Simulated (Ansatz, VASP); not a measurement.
# One calculation of Ta, two programs

File INCAR:

```
SYSTEM = Ta
ALGO = Normal ; EDIFF = 1E-6
ENCUT = 500 ; GGA = PE
GGA_COMPAT = .FALSE. ; ISIF = 2
ISMEAR = -1 ; LASPH = .TRUE.
LCHARG = .FALSE. ; LREAL = .FALSE.
LWAVE = .FALSE. ; NBANDS = 12
NELM = 120 ; PREC = Accurate
SIGMA = 0.05
```

The input KPOINTS:

```
k-points
0
G
  14 14 14
  0 0 0
```

POSCAR

```
Ta
1.0
    0.0000000000      2.1527323733      2.1527323733
    2.1527323733      0.0000000000      2.1527323733
    2.1527323733      2.1527323733      0.0000000000
Ta
1
Direct
    0.0000000000      0.0000000000      0.0000000000
```

Input for Ansatz:

```yaml
crystal:
  lattice:
    - [0.0, 2.1527323733, 2.1527323733]
    - [2.1527323733, 0.0, 2.1527323733]
    - [2.1527323733, 2.1527323733, 0.0]
  atoms:
    - { symbol: Ta, position: [0.0, 0.0, 0.0] }
kpoints:
  mp_grid: { grid: [14, 14, 14] }
scf:
  occupations: { method: fermi_dirac, width: 0.05 }
hamiltonian:
  xc: pbe
  pseudopotentials: { kind: all_electron, lapw: { basis_error: 0.001 } }
output:
  forces: true
  stress: true
  eigenvalues: true
```

Change from the starting cell: volume scaled by 1.06.

Alike in both runs: task single point; functional PBE; k mesh 14 × 14 × 14; occupations fermi-dirac, width 0.05 eV; no spin polarisation.

|  | VASP | Ansatz |
| --- | --- | --- |
| version | VASP 6.6.1 | Ansatz 0.2.0 |
| potentials or method | VASP PAW PBE potentials, release 64 (Ta_pv), cutoff 500 eV | all-electron LAPW, scalar-relativistic |

VASP gave:

```
pressure (GPa) : -10.0
```

Which values does Ansatz return?

Pressure (GPa): -9.9.

Ansatz ran all-electron here, and VASP with PAW potentials.

Spin-orbit coupling is off throughout.
